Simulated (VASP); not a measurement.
# Y3NbO (P-62m) in VASP: a series of runs

Runs on Y3NbO. Level: PBE. Tasks: single point, relaxation of cell and atoms.

Everything below comes from runs of VASP 6.6.1. Logs are shortened: lines on timing, memory, paths and dates and some standing lists are left out, and cuts for length are marked.

**1. The cell of the first run**

The structure is hexagonal, space group P-62m (No. 189). Conventional cell: a = 5.032 Å, b = 5.032 Å, c = 5.210 Å, α = 90.00°, β = 90.00°, γ = 120.00°. Y (site symmetry m2m) has 2 Nb at 2.35 to 2.68 Å and 4 Y at 2.53 Å within 3.1 Å. Within 3.1 Å of Nb (site symmetry -62m) lie 6 Y at 2.35 to 2.68 Å and 2 O at 2.61 Å. O (site symmetry -62m) has 2 Nb at 2.61 Å and 12 Y at 3.51 to 3.74 Å within 3.8 Å.

The cell was built from a structure type or drawn by symmetry, and may not be a known phase.

**2. Single point, PBE**

Contents of INCAR:

```
SYSTEM = Y3NbO
PREC = Accurate
ENCUT = 520
EDIFF = 1E-6
ISMEAR = 0
SIGMA = 0.1
LREAL = .FALSE.
LASPH = .TRUE.
NELM = 80
ALGO = Normal
ISIF = 2
LWAVE = .FALSE.
LCHARG = .FALSE.
GGA = PE
NBANDS = 34
```

Contents of KPOINTS:

```
regular mesh
0
G
  6 6 4
  0 0 0
```

Contents of POSCAR:

```
Y3NbO
1.0
    5.0323641100      0.0000000000      0.0000000000
   -2.5161820500      4.3581551600      0.0000000000
    0.0000000000      0.0000000000      5.2103111400
Y Nb O
3 1 1
Direct
    0.4671788500      0.0000000000      0.5000000000
    0.0000000000      0.4671788500      0.5000000000
    0.5328211500      0.5328211500      0.5000000000
    0.0000000000      0.0000000000      0.5000000000
    0.0000000000      0.0000000000      0.0000000000
```

Potentials or basis: VASP PAW PBE potentials, release 64 (Y_sv, Nb_sv, O).

Command:

```
$ cat potpaw_PBE.64/Y_sv/POTCAR potpaw_PBE.64/Nb_sv/POTCAR potpaw_PBE.64/O/POTCAR > POTCAR
$ mpirun -np 1 vasp_std > vasp.out
```

OUTCAR:

```text
SYSTEM = Y3NbO
   PREC = Accurate
   ENCUT = 520
   EDIFF = 1E-6
   ISMEAR = 0
   LREAL = .FALSE.
   LASPH = .TRUE.
   NELM = 80
   ISIF = 2
   GGA = PE

 ion  position               nearest neighbor table
   1  0.467  0.000  0.500-   4 2.35   3 2.53   3 2.53   2 2.53   2 2.53   4 2.68   2 4.07   3 4.07

   2  0.000  0.467  0.500-   4 2.35   3 2.53   3 2.53   1 2.53   1 2.53   4 2.68   1 4.07   3 4.07

   3  0.533  0.533  0.500-   4 2.35   1 2.53   1 2.53   2 2.53   2 2.53   4 2.68   2 4.07   1 4.07

   4  0.000  0.000  0.500-   2 2.35   1 2.35   3 2.35   2 2.68   1 2.68   3 2.68
   5  0.000  0.000  0.000-

  LATTYP: Found a hexagonal cell.
 ALAT       =     5.0323641100
 C/A-ratio  =     1.0353605236

  Lattice vectors:

 A1 = (   5.0323641100,   0.0000000000,   0.0000000000)
 A2 = (  -2.5161820500,   4.3581551600,   0.0000000000)
 A3 = (   0.0000000000,   0.0000000000,   5.2103111400)

Analysis of symmetry for initial positions (statically):
=====================================================================
 Subroutine PRICEL returns:
 Original cell was already a primitive cell.

 Routine SETGRP: Setting up the symmetry group for a
 hexagonal supercell.

 Subroutine GETGRP returns: Found 12 space group operations
 (whereof 12 operations were pure point group operations)
 out of a pool of 24 trial point group operations.

The static configuration has the point symmetry D_3h.

Analysis of symmetry for dynamics (positions and initial velocities):
=====================================================================
 Subroutine PRICEL returns:
 Original cell was already a primitive cell.

 Routine SETGRP: Setting up the symmetry group for a
 hexagonal supercell.

 Subroutine GETGRP returns: Found 12 space group operations
 (whereof 12 operations were pure point group operations)
 out of a pool of 24 trial point group operations.

The dynamic configuration has the point symmetry D_3h.

 Subroutine INISYM returns: Found 12 space group operations
 (whereof 12 operations are pure point group operations),
 and found     1 'primitive' translations

----------------------------------------------------------------------------------------

                                     Primitive cell

  volume of cell :     114.2716

  direct lattice vectors                    reciprocal lattice vectors
     5.032364110  0.000000000  0.000000000     0.198713761  0.114727443  0.000000000
    -2.516182050  4.358155160  0.000000000     0.000000000  0.229454887  0.000000000
     0.000000000  0.000000000  5.210311140     0.000000000  0.000000000  0.191927118

  length of vectors
     5.032364110  5.032364107  5.210311140     0.229454887  0.229454887  0.191927118

  position of ions in fractional coordinates (direct lattice)
     0.467178850  0.000000000  0.500000000
     0.000000000  0.467178850  0.500000000
     0.532821150  0.532821150  0.500000000
     0.000000000  0.000000000  0.500000000
     0.000000000  0.000000000  0.000000000

  ion indices of the primitive-cell ions
   primitive index   ion index
                 1           1
                 2           2
                 3           3
                 4           4
                 5           5

----------------------------------------------------------------------------------------

 KPOINTS: regular mesh

Automatic generation of k-mesh.
 Grid dimensions read from file:
 generate k-points for:    6    6    4

 Generating k-lattice:

  Cartesian coordinates                     Fractional coordinates (reciprocal lattice)
     0.033118960  0.019121241  0.000000000     0.166666667  0.000000000  0.000000000
     0.000000000  0.038242481  0.000000000     0.000000000  0.166666667  0.000000000
     0.000000000  0.000000000  0.047981779     0.000000000  0.000000000  0.250000000

  Length of vectors
     0.038242481  0.038242481  0.047981779

  Shift w.r.t. Gamma in fractional coordinates (k-lattice)
     0.000000000  0.000000000  0.000000000

 Subroutine IBZKPT returns following result:
 ===========================================

 Found     21 irreducible k-points:

 Following reciprocal coordinates:
            Coordinates               Weight
  0.000000  0.000000  0.000000      1.000000
  0.166667  0.000000  0.000000      6.000000
  0.333333 -0.000000  0.000000      6.000000
  0.500000 -0.000000  0.000000      3.000000
  0.166667  0.166667  0.000000      6.000000
  0.333333  0.166667  0.000000     12.000000
[... 13 lines left out ...]
  0.333333  0.166667  0.500000     12.000000
  0.333333  0.333333  0.500000      2.000000
   k-points           NKPTS =     21   k-points in BZ     NKDIM =     21   number of bands    NBANDS=     34
   number of dos      NEDOS =    301   number of ions     NIONS =      5
   total plane-waves  NPLWV =  64000
   dimension x,y,z NGX =    40 NGY =   40 NGZ =   40
   dimension x,y,z NGXF=    80 NGYF=   80 NGZF=   80
   ions per type =               3   1   1
   NGX,Y,Z   is equivalent  to a cutoff of  13.21, 13.21, 12.76 a.u.
   NGXF,Y,Z  is equivalent  to a cutoff of  26.43, 26.43, 25.53 a.u.
 SYSTEM =  Y3NbO
   PREC   = accura    normal or accurate (medium, high low for compatibility)
   ISTART =      0    job   : 0-new  1-cont  2-samecut
   ICHARG =      2    charge: 1-file 2-atom 10-const
   ISPIN  =      1    spin polarized calculation?
   LNONCOLLINEAR =      F non collinear calculations
   LSORBIT =      F    spin-orbit coupling
   LASPH  =      T    aspherical Exc in radial PAW
   ENCUT  =  520.0 eV  38.22 Ry    6.18 a.u.   9.36  9.36  9.69*2*pi/ulx,y,z
   NELM   =     80;   NELMIN=  2; NELMDL= -5     # of ELM steps
   EDIFF  = 0.1E-05   stopping-criterion for ELM
   LREAL  =      F    real-space projection
   EDIFFG = 0.1E-04   stopping-criterion for IOM
   NSW    =      0    number of steps for IOM
   IBRION =     -1    ionic relax: 0-MD 1-quasi-New 2-CG
   NFREE  =      0    steps in history (QN), initial steepest desc. (CG)
   ISIF   =      2    stress and relaxation
   ISYM   =      2    0-nonsym 1-usesym 2-fastsym
   POTIM  = 0.5000    time-step for ionic-motion
   TEBEG  =    0.0;   TEEND  =   0.0 temperature during run
   PSTRESS=    0.0 pullay stress
   NELECT =      52.0000    total number of electrons
   NUPDOWN=      -1.0000    fix difference up-down
   EMIN   =  10.00;   EMAX   =-10.00  energy-range for DOS
   EFERMI =   0.00;   METHOD = LEGACY
   ISMEAR =     0;   SIGMA  =   0.10  broadening in eV -4-tet -1-fermi 0-gaus
   EFERMI_NEDOS =   21; number of points for ismear=-14 and -15
   IALGO  =     38    algorithm
   IMIX   =      4    mixing-type and parameters
     AMIX     =   0.40;   BMIX     =  1.00
     AMIX_MAG =   1.60;   BMIX_MAG =  1.00
  volume/ion in A,a.u.               =      22.85       154.23
  Fermi-wavevector in a.u.,A,eV,Ry     =   1.259205  2.379553 21.573364  1.585598
  Thomas-Fermi vector in A             =   2.392776
   LORBIT       =      0    0 simple, 1 ext, 2 COOP (PROOUT), +10 PAW based schemes
   GGA     = PE    functional components
   LHFCALC =     F    Hartree Fock is set to
   AEXX    =    0.0000 exact exchange contribution
   IVDW    =     0    specifies the selected vdW correction
   LEPSILON=     F    determine dielectric tensor
   LRPA    =     F    only Hartree local field effects (RPA)
 non-spin polarized calculation
 Gauss-broadening in eV      SIGMA  =   0.10
  energy-cutoff  :      520.00
  volume of cell :      114.27
 maximum number of plane-waves:      3095
 NGX is ok and might be reduce to    40
   NGX = 19   NGY = 19   NGZ = 19

 number of electron      52.0000005 magnetization

 Free energy of the ion-electron system (eV)
  ---------------------------------------------------
  ext. energy  EPLUGINS =         0.00000000
  ---------------------------------------------------
  free energy    TOTEN  =       -21.94235339 eV

  energy without entropy =      -21.90037562  energy(sigma->0) =      -21.92136451

 E-fermi :   3.6873     XC(G=0):  -9.5652

 val. band max:        3.6725580005   @ k =   0.3333   0.1667   0.2500
 cond. band min:       3.6940625764   @ k =   0.5000  -0.0000   0.0000
 fundamental gap:      0.0215045758
 Fermi energy:         3.6872913847

 k-point     1 :       0.0000    0.0000    0.0000
  band No.  band energies     occupation
      1     -50.4010      2.00000
      2     -38.8794      2.00000
      3     -37.6482      2.00000
      4     -37.6482      2.00000
      5     -27.3584      2.00000
      6     -27.3584      2.00000
[... 26 lines left out ...]
     33       7.7188      0.00000
     34       8.3161      0.00000

 k-point     2 :       0.1667    0.0000    0.0000
  band No.  band energies     occupation
      1     -50.3996      2.00000
      2     -38.8293      2.00000
      3     -37.7399      2.00000
      4     -37.6490      2.00000
      5     -27.3140      2.00000
      6     -27.2485      2.00000
[... 26 lines left out ...]
     33       7.7385      0.00000
     34       7.8541      0.00000

 k-point     3 :       0.3333   -0.0000    0.0000
  band No.  band energies     occupation
      1     -50.3969      2.00000
      2     -38.6950      2.00000
      3     -37.9558      2.00000
      4     -37.6507      2.00000
      5     -27.2220      2.00000
      6     -27.0217      2.00000
[... 26 lines left out ...]
     33       6.7914      0.00000
     34       7.8186      0.00000

 k-point     4 :       0.5000   -0.0000    0.0000
  band No.  band energies     occupation
      1     -50.3955      2.00000
      2     -38.5877      2.00000
      3     -38.1033      2.00000
      4     -37.6515      2.00000
      5     -27.1743      2.00000
      6     -26.9040      2.00000
[... 26 lines left out ...]
     33       6.9302      0.00000
     34       7.0288      0.00000

 k-point     5 :       0.1667    0.1667    0.0000
  band No.  band energies     occupation
      1     -50.3976      2.00000
      2     -38.7334      2.00000
      3     -37.9046      2.00000
      4     -37.6428      2.00000
      5     -27.2319      2.00000
      6     -27.0946      2.00000
[... 510 lines left out ...]
 k-point    19 :       0.1667    0.1667    0.5000
  band No.  band energies     occupation
      1     -50.3975      2.00000
      2     -38.7333      2.00000
      3     -37.9045      2.00000
      4     -37.6428      2.00000
      5     -27.2318      2.00000
      6     -27.0945      2.00000
[... 26 lines left out ...]
     33       7.7073      0.00000
     34       8.2229      0.00000

 k-point    20 :       0.3333    0.1667    0.5000
  band No.  band energies     occupation
      1     -50.3955      2.00000
      2     -38.5738      2.00000
      3     -38.1347      2.00000
      4     -37.6334      2.00000
      5     -27.1338      2.00000
      6     -26.9517      2.00000
[... 26 lines left out ...]
     33       6.9897      0.00000
     34       7.7663      0.00000

 k-point    21 :       0.3333    0.3333    0.5000
  band No.  band energies     occupation
      1     -50.3948      2.00000
      2     -38.3723      2.00000
      3     -38.3723      2.00000
      4     -37.6170      2.00000
      5     -27.0054      2.00000
      6     -27.0054      2.00000
[... 26 lines left out ...]
     33       5.9938      0.00000
     34       7.5344      0.00000

------------------------ aborting loop because EDIFF is reached ----------------------------------------

  FORCE on cell =-STRESS in cart. coord.  units (eV):
  Direction    XX          YY          ZZ          XY          YZ          ZX
  --------------------------------------------------------------------------------------
  -------------------------------------------------------------------------------------
  Total       38.7316073     38.7316073    -12.6871234      0.0000000      0.0000000      0.0000000
  in kB      543.0473507    543.0473507   -177.8833676      0.0000006      0.0000000      0.0000000
  external PRESSURE =     302.7371113 kB  Pullay stress =       0.0000000 kB

 VOLUME and BASIS-vectors are now :
 -----------------------------------------------------------------------------
  energy-cutoff  :      520.00
  volume of cell :      114.27
      direct lattice vectors                 reciprocal lattice vectors
     5.032364110  0.000000000  0.000000000     0.198713761  0.114727443  0.000000000
    -2.516182050  4.358155160  0.000000000     0.000000000  0.229454887  0.000000000
     0.000000000  0.000000000  5.210311140     0.000000000  0.000000000  0.191927118

 POSITION                                       TOTAL-FORCE (eV/Angst)
 -----------------------------------------------------------------------------------
      2.35101      0.00000      2.60516         0.728331     -0.000000     -0.000000
     -1.17551      2.03604      2.60516        -0.364166      0.630753     -0.000000
      1.34068      2.32212      2.60516        -0.364166     -0.630753      0.000000
      0.00000      0.00000      2.60516        -0.000000     -0.000000      0.000000
      0.00000      0.00000      0.00000        -0.000000     -0.000000      0.000000
 -----------------------------------------------------------------------------------
    total drift:                                0.000001      0.000001     -0.000001

  FREE ENERGIE OF THE ION-ELECTRON SYSTEM (eV)
  ---------------------------------------------------
  free  energy   TOTEN  =       -21.9423533930 eV

  energy  without entropy=      -21.9003756200  energy(sigma->0) =      -21.92136451
```

Run time: 3.4 min. Hardware: 1 thread of Intel Xeon 8259CL, shared host; peak memory 0.3 GiB.

Results:

```
Free energy            : -21.9424 eV
Pressure               : 30.3 GPa
Largest force          : 0.728 eV/Å
Band gap on the k mesh : zero (bands 26 and 27 overlap by 2.22 eV)
```

Forces on the atoms (eV/Å):
```
Y    0.728  0.000  0.000
Y   -0.364  0.631  0.000
Y   -0.364 -0.631  0.000
Nb   0.000  0.000  0.000
O    0.000  0.000  0.000
```

Caveat: the cell stands under pressure.

**3. Relaxation of cell and atoms, PBE**

Contents of INCAR:

```
SYSTEM = Y3NbO
ALGO = Normal
EDIFF = 1E-6
EDIFFG = -0.04
ENCUT = 600
GGA = PE
IBRION = 2
ISIF = 3
ISMEAR = 0
LASPH = .True.
LCHARG = .False.
LREAL = .False.
LWAVE = .False.
NELM = 100
NSW = 90
PREC = Accurate
SIGMA = 0.1
```

Contents of KPOINTS:

```
k-points
0
Gamma
  6 6 4
  0 0 0
```

POSCAR is that of step 2.

Potentials or basis: VASP PAW PBE potentials, release 64 (Y_sv, Nb_sv, O).

Command:

```
$ cat potpaw_PBE.64/Y_sv/POTCAR potpaw_PBE.64/Nb_sv/POTCAR potpaw_PBE.64/O/POTCAR > POTCAR
$ mpirun -np 1 vasp_std > vasp.out
```

It took 38 min on 1 thread of Intel Xeon 8259CL, shared host; peak memory 0.34 GiB.

Results (log left out):

| Property | Result |
| --- | --- |
| Free energy | -34.5485 eV |
| Relaxed volume | 28.68 Å³/atom |
| Relaxed cell | a = 6.571 Å, b = 6.571 Å, c = 3.835 Å, α = 90.00°, β = 90.00°, γ = 120.00° |
| Space group after relaxing (to 0.1 Å) | P6/mmm (No. 191) |
| Energy gained by relaxing | 2520.9 meV/atom |
| Ionic steps | 18 |
| Pressure after relaxing | 0.0 GPa |
| Band gap on the k mesh | zero (bands 26 and 27 overlap by 0.53 eV) |

Forces on the atoms (eV/Å):
```
Y    0.003  0.000  0.000
Y   -0.001  0.002  0.000
Y   -0.001 -0.002  0.000
Nb   0.000  0.000  0.000
O    0.000  0.000  0.000
```

Stress tensor (GPa, compression positive):
```
 0.06  0.00  0.00
 0.00  0.06  0.00
 0.00  0.00 -0.15
```

Step by step:
```csv
step,energy change (eV),largest force (eV/Å),pressure (GPa),volume (Å³)
1,0.0000,0.7281,30.26,114.27
2,-9.8067,0.0282,-10.03,189.19
3,-9.6738,0.0063,-7.03,173.82
4,-9.8106,0.0157,-8.44,180.25
5,-12.0571,0.1589,2.52,147.10
6,-12.4209,0.1570,-3.14,154.34
7,-12.4223,0.1578,-2.81,153.80
8,-12.5637,0.1821,0.31,143.14
9,-12.5637,0.1822,0.29,143.13
10,-12.5679,0.1655,-0.22,143.76
11,-12.5679,0.1676,-0.17,143.69
12,-12.5731,0.1530,-0.14,143.62
13,-12.5859,0.1132,-0.03,143.40
14,-12.6007,0.0453,0.18,142.97
15,-12.5942,0.0702,0.66,142.10
16,-12.6037,0.0074,0.33,142.67
17,-12.5973,0.0101,-0.98,145.63
18,-12.6046,0.0028,-0.01,143.41
```

Final structure:
```xyz
5
Lattice="6.5708 0.0000 0.0000 -3.2854 5.6905 0.0000 0.0000 0.0000 3.8353" Properties=species:S:1:pos:R:3 pbc="T T T"
Y     3.2824    0.0000    1.9177
Y    -1.6412    2.8426    1.9177
Y     1.6442    2.8479    1.9177
Nb    0.0000    0.0000    1.9177
O     0.0000    0.0000    0.0000
```

Levels at points of the mesh, in eV from the Fermi level:
```
           k point  band 23  band 24  band 25  band 26  band 27  band 28  band 29  band 30
(0.00, 0.00, 0.00)    -2.07    -2.00    -0.50    -0.04    -0.04     0.50     0.50     1.15
(0.50, 0.00, 0.00)    -0.92    -0.76    -0.40    -0.20    -0.13     0.12     0.12     0.35
(0.00, 0.00, 0.50)    -1.58    -1.44    -1.34    -0.30     0.34     0.34     1.46     1.46
(0.50, 0.00, 0.50)    -0.95    -0.37    -0.34    -0.33    -0.12     0.24     0.71     0.96
```

Caveat: the volume moved by over 15 % at a fixed basis, so the end points are rough.
